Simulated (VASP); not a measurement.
# Mn (Fm-3m) in VASP: notebook

Runs on Mn. Level: PBE. Tasks: single point.

Everything below comes from runs of VASP 6.6.1. Logs are shortened: lines on timing, memory, paths and dates and some standing lists are left out, and cuts for length are marked.

## Step 1: The cell of the first run

The structure is cubic, space group Fm-3m (No. 225). The conventional cell has a = 3.480 Å, b = 3.480 Å, c = 3.480 Å, α = 90.00°, β = 90.00°, γ = 90.00°. Mn (site symmetry m-3m) has 12 Mn at 2.46 Å within 3.2 Å.

## Step 2: Single point, PBE

The input, INCAR:

```
SYSTEM = Mn
PREC = Accurate
ENCUT = 520
EDIFF = 1E-7
ISMEAR = -1
SIGMA = 0.06122561905347299
LREAL = .False.
LASPH = .True.
NELM = 60
ALGO = Normal
ISIF = 2
LWAVE = .False.
LCHARG = .False.
GGA = PE
NBANDS = 12
```

The input, KPOINTS:

```
regular mesh
0
Gamma
  18 18 18
  0 0 0
```

The input, POSCAR:

```
Mn
1.0
    0.0000000000      1.7401284201      1.7401284201
    1.7401284201      0.0000000000      1.7401284201
    1.7401284201      1.7401284201      0.0000000000
Mn
1
Direct
    0.0000000000      0.0000000000      0.0000000000
```

Potentials or basis: VASP PAW PBE potentials, release 64 (Mn_pv).

The run is started by

```bash
> cat potpaw_PBE.64/Mn_pv/POTCAR > POTCAR
> mpirun -np 1 vasp_std > vasp.out
```

OUTCAR:

```text
SYSTEM = Mn
   PREC = Accurate
   ENCUT = 520
   EDIFF = 1E-7
   ISMEAR = -1
   LREAL = .False.
   LASPH = .True.
   NELM = 60
   ISIF = 2
   GGA = PE

 ion  position               nearest neighbor table
   1  0.000  0.000  0.000-

  LATTYP: Found a face centered cubic cell.
 ALAT       =     3.4802568402

  Lattice vectors:

 A1 = (   0.0000000000,   1.7401284201,   1.7401284201)
 A2 = (   1.7401284201,   0.0000000000,   1.7401284201)
 A3 = (   1.7401284201,   1.7401284201,   0.0000000000)

Analysis of symmetry for initial positions (statically):
=====================================================================
 Subroutine PRICEL returns:
 Original cell was already a primitive cell.

 Routine SETGRP: Setting up the symmetry group for a
 face centered cubic supercell.

 Subroutine GETGRP returns: Found 48 space group operations
 (whereof 48 operations were pure point group operations)
 out of a pool of 48 trial point group operations.

The static configuration has the point symmetry O_h .

Analysis of symmetry for dynamics (positions and initial velocities):
=====================================================================
 Subroutine PRICEL returns:
 Original cell was already a primitive cell.

 Routine SETGRP: Setting up the symmetry group for a
 face centered cubic supercell.

 Subroutine GETGRP returns: Found 48 space group operations
 (whereof 48 operations were pure point group operations)
 out of a pool of 48 trial point group operations.

The dynamic configuration has the point symmetry O_h .

 Subroutine INISYM returns: Found 48 space group operations
 (whereof 48 operations are pure point group operations),
 and found     1 'primitive' translations

----------------------------------------------------------------------------------------

                                     Primitive cell

  volume of cell :      10.5384

  direct lattice vectors                    reciprocal lattice vectors
     0.000000000  1.740128420  1.740128420    -0.287335115  0.287335115  0.287335115
     1.740128420  0.000000000  1.740128420     0.287335115 -0.287335115  0.287335115
     1.740128420  1.740128420  0.000000000     0.287335115  0.287335115 -0.287335115

  length of vectors
     2.460913212  2.460913212  2.460913212     0.497679018  0.497679018  0.497679018

  position of ions in fractional coordinates (direct lattice)
     0.000000000  0.000000000  0.000000000

  ion indices of the primitive-cell ions
   primitive index   ion index
                 1           1

----------------------------------------------------------------------------------------

 KPOINTS: regular mesh

Automatic generation of k-mesh.
 Grid dimensions read from file:
 generate k-points for:   18   18   18

 Generating k-lattice:

  Cartesian coordinates                     Fractional coordinates (reciprocal lattice)
    -0.015963062  0.015963062  0.015963062     0.055555556  0.000000000  0.000000000
     0.015963062 -0.015963062  0.015963062     0.000000000  0.055555556  0.000000000
     0.015963062  0.015963062 -0.015963062     0.000000000  0.000000000  0.055555556

  Length of vectors
     0.027648834  0.027648834  0.027648834

  Shift w.r.t. Gamma in fractional coordinates (k-lattice)
     0.000000000  0.000000000  0.000000000

 Subroutine IBZKPT returns following result:
 ===========================================

 Found    195 irreducible k-points:

 Following reciprocal coordinates:
            Coordinates               Weight
  0.000000  0.000000  0.000000      1.000000
  0.055556  0.000000  0.000000      8.000000
  0.111111  0.000000  0.000000      8.000000
  0.166667  0.000000  0.000000      8.000000
  0.222222  0.000000  0.000000      8.000000
  0.277778  0.000000  0.000000      8.000000
[... 16 lines left out ...]
 -0.277778  0.055556  0.000000     24.000000
 -0.222222  0.055556  0.000000     24.000000
 [... further k-points ...]
   k-points           NKPTS =    195   k-points in BZ     NKDIM =    195   number of bands    NBANDS=     12
   number of dos      NEDOS =    301   number of ions     NIONS =      1
   total plane-waves  NPLWV =   5832
   dimension x,y,z NGX =    18 NGY =   18 NGZ =   18
   dimension x,y,z NGXF=    36 NGYF=   36 NGZF=   36
   ions per type =               1
   NGX,Y,Z   is equivalent  to a cutoff of  12.16, 12.16, 12.16 a.u.
   NGXF,Y,Z  is equivalent  to a cutoff of  24.32, 24.32, 24.32 a.u.
 SYSTEM =  Mn
   PREC   = accura    normal or accurate (medium, high low for compatibility)
   ISTART =      0    job   : 0-new  1-cont  2-samecut
   ICHARG =      2    charge: 1-file 2-atom 10-const
   ISPIN  =      1    spin polarized calculation?
   LNONCOLLINEAR =      F non collinear calculations
   LSORBIT =      F    spin-orbit coupling
   LASPH  =      T    aspherical Exc in radial PAW
   ENCUT  =  520.0 eV  38.22 Ry    6.18 a.u.   4.58  4.58  4.58*2*pi/ulx,y,z
   NELM   =     60;   NELMIN=  2; NELMDL= -5     # of ELM steps
   EDIFF  = 0.1E-06   stopping-criterion for ELM
   LREAL  =      F    real-space projection
   EDIFFG = 0.1E-05   stopping-criterion for IOM
   NSW    =      0    number of steps for IOM
   IBRION =     -1    ionic relax: 0-MD 1-quasi-New 2-CG
   NFREE  =      0    steps in history (QN), initial steepest desc. (CG)
   ISIF   =      2    stress and relaxation
   ISYM   =      2    0-nonsym 1-usesym 2-fastsym
   POTIM  = 0.5000    time-step for ionic-motion
   TEBEG  =    0.0;   TEEND  =   0.0 temperature during run
   PSTRESS=    0.0 pullay stress
   NELECT =      13.0000    total number of electrons
   NUPDOWN=      -1.0000    fix difference up-down
   EMIN   =  10.00;   EMAX   =-10.00  energy-range for DOS
   EFERMI =   0.00;   METHOD = LEGACY
   ISMEAR =    -1;   SIGMA  =   0.06  broadening in eV -4-tet -1-fermi 0-gaus
   EFERMI_NEDOS =   21; number of points for ismear=-14 and -15
   IALGO  =     38    algorithm
   IMIX   =      4    mixing-type and parameters
     AMIX     =   0.40;   BMIX     =  1.00
     AMIX_MAG =   1.60;   BMIX_MAG =  1.00
  volume/ion in A,a.u.               =      10.54        71.12
  Fermi-wavevector in a.u.,A,eV,Ry     =   1.755758  3.317901 41.942490  3.082686
  Thomas-Fermi vector in A             =   2.825441
   LORBIT       =      0    0 simple, 1 ext, 2 COOP (PROOUT), +10 PAW based schemes
   GGA     = PE    functional components
   LHFCALC =     F    Hartree Fock is set to
   AEXX    =    0.0000 exact exchange contribution
   IVDW    =     0    specifies the selected vdW correction
   LEPSILON=     F    determine dielectric tensor
   LRPA    =     F    only Hartree local field effects (RPA)
 non-spin polarized calculation
  energy-cutoff  :      520.00
  volume of cell :       10.54
 maximum number of plane-waves:       296
   NGX =  9   NGY =  9   NGZ =  9

 number of electron      13.0000010 magnetization

 Free energy of the ion-electron system (eV)
  ---------------------------------------------------
  ext. energy  EPLUGINS =         0.00000000
  ---------------------------------------------------
  free energy    TOTEN  =        -8.92102009 eV

  energy without entropy =       -8.90224686  energy(sigma->0) =       -8.91163347

 E-fermi :  10.7871     XC(G=0): -14.1399

 val. band max:       10.7764319936   @ k =  -0.1111   0.1667   0.0556
 cond. band min:      10.7894493246   @ k =   0.3333   0.2222   0.0556
 fundamental gap:      0.0130173310
 Fermi energy:        10.7871063038

 k-point     1 :       0.0000    0.0000    0.0000
  band No.  band energies     occupation
      1     -36.8561      2.00000
      2     -36.8561      2.00000
      3     -36.8561      2.00000
      4       2.3853      2.00000
      5       9.6036      2.00000
      6       9.6036      2.00000
      7       9.6036      2.00000
      8      11.3402      0.00024
      9      11.3402      0.00024
     10      32.3066      0.00000
     11      38.2535      0.00000
     12      38.2535      0.00000

 k-point     2 :       0.0556    0.0000    0.0000
  band No.  band energies     occupation
      1     -36.8813      2.00000
      2     -36.8593      2.00000
      3     -36.8593      2.00000
      4       2.5186      2.00000
      5       9.5457      2.00000
      6       9.6460      2.00000
      7       9.6460      2.00000
      8      11.3175      0.00035
      9      11.3175      0.00035
     10      32.3186      0.00000
     11      36.9826      0.00000
     12      38.2728      0.00000

 k-point     3 :       0.1111    0.0000    0.0000
  band No.  band energies     occupation
      1     -36.9535      2.00000
      2     -36.8685      2.00000
      3     -36.8685      2.00000
      4       2.9084      2.00000
      5       9.3900      2.00000
      6       9.7560      2.00000
      7       9.7560      2.00000
      8      11.2683      0.00077
      9      11.2683      0.00077
     10      32.1166      0.00000
     11      34.9363      0.00000
     12      38.3198      0.00000
[... 286 lines left out ...]
 k-point    23 :      -0.2778    0.0556    0.0000
  band No.  band energies     occupation
      1     -37.3810      2.00000
      2     -36.9512      2.00000
      3     -36.9163      2.00000
      4       5.4167      2.00000
      5       9.0155      2.00000
      6       9.7714      2.00000
      7       9.8718      2.00000
      8      11.4868      0.00002
      9      12.0475      0.00000
     10      25.6089      0.00000
     11      32.2036      0.00000
     12      36.6911      0.00000

 k-point    24 :      -0.2222    0.0556    0.0000
  band No.  band energies     occupation
      1     -37.2461      2.00000
      2     -36.9322      2.00000
      3     -36.8976      2.00000
      4       4.6622      2.00000
      5       8.9286      2.00000
      6       9.8885      2.00000
      7       9.9765      2.00000
      8      11.1829      0.00311
      9      11.7151      0.00000
     10      27.9296      0.00000
     11      32.7006      0.00000
     12      37.1062      0.00000

 [... further k-points ...]
[... 5 lines left out ...]
  --------------------------------------------------------------------------------------
  -------------------------------------------------------------------------------------
  Total        0.3628124      0.3628124      0.3628124      0.0000000      0.0000000      0.0000000
  in kB       55.1593121     55.1593121     55.1593121      0.0000000      0.0000000      0.0000000
  external PRESSURE =      55.1593121 kB  Pullay stress =       0.0000000 kB

 VOLUME and BASIS-vectors are now :
 -----------------------------------------------------------------------------
  energy-cutoff  :      520.00
  volume of cell :       10.54
      direct lattice vectors                 reciprocal lattice vectors
     0.000000000  1.740128420  1.740128420    -0.287335115  0.287335115  0.287335115
     1.740128420  0.000000000  1.740128420     0.287335115 -0.287335115  0.287335115
     1.740128420  1.740128420  0.000000000     0.287335115  0.287335115 -0.287335115

 POSITION                                       TOTAL-FORCE (eV/Angst)
 -----------------------------------------------------------------------------------
      0.00000      0.00000      0.00000         0.000000      0.000000     -0.000000
 -----------------------------------------------------------------------------------
    total drift:                                0.000000     -0.000000     -0.000000

  FREE ENERGIE OF THE ION-ELECTRON SYSTEM (eV)
  ---------------------------------------------------
  free  energy   TOTEN  =        -8.9210200921 eV

  energy  without entropy=       -8.9022468571  energy(sigma->0) =       -8.91163347
```

It took 27 s on 1 thread of Intel Xeon Platinum 8259CL at 2.50GHz (Skylake/Cascade Lake), shared host; peak memory 0.13 GiB.

What came out:

* Free energy: -8.9210 eV
* Pressure: 5.5 GPa

Levels at points of the mesh, in eV from the Fermi level:
```csv
k point,band 4,band 5,band 6,band 7,band 8,band 9,band 10,band 11
"(0.00, 0.00, 0.00)",-8.40,-1.18,-1.18,-1.18,0.55,0.55,21.52,27.47
"(0.50, 0.00, 0.00)",-4.64,-1.30,-1.30,0.51,1.76,1.76,9.26,20.34
"(0.50, 0.50, 0.00)",-4.86,-4.03,1.72,2.07,2.07,3.60,12.51,16.12
```

Caveat: the run has no spin polarisation, though such a crystal can be magnetic. Spin polarisation is off, so any magnetic state and its effect on volume and gap are missing.

(Continued in part 2 of 2.)
